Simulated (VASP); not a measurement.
Here is a VASP 6.6.1 calculation.

File INCAR:

```
PREC = Accurate ; ENCUT = 520
EDIFF = 1E-6 ; ISMEAR = 0
SIGMA = 0.1 ; LREAL = F
LASPH = T ; NELM = 100
ALGO = Normal ; ISIF = 2
LWAVE = F ; LCHARG = F
GGA = PE ; IVDW = 12
NBANDS = 16
```

File KPOINTS:

```
regular mesh
0
Gamma
  10 10 18
```

File POSCAR:

```
Na2C
1.0
    4.3853598702      0.0000000000      0.0000000000
    0.0000000000      4.3853598702      0.0000000000
    0.0000000000      0.0000000000      2.7486524568
Na C
2 1
Direct
    0.5000000000      0.0000000000      0.4999750982
    0.0000000000      0.5000000000      0.5000249018
    0.0000000000      0.0000000000      0.0000000000
```

Potentials or basis: VASP PAW PBE potentials, release 64 (Na_pv, C).

Run with:

```sh
$ cat potpaw_PBE.64/Na_pv/POTCAR potpaw_PBE.64/C/POTCAR > POTCAR
$ mpirun -np 1 vasp_std > vasp.out
```

Task: Estimate the band gap on the k mesh.

Result: Zero (band 9 reaches 2.05 eV, above the bottom of band 10 at 0.99 eV).

Task: Estimate the dispersion energy per atom.

Result: -0.205 eV.
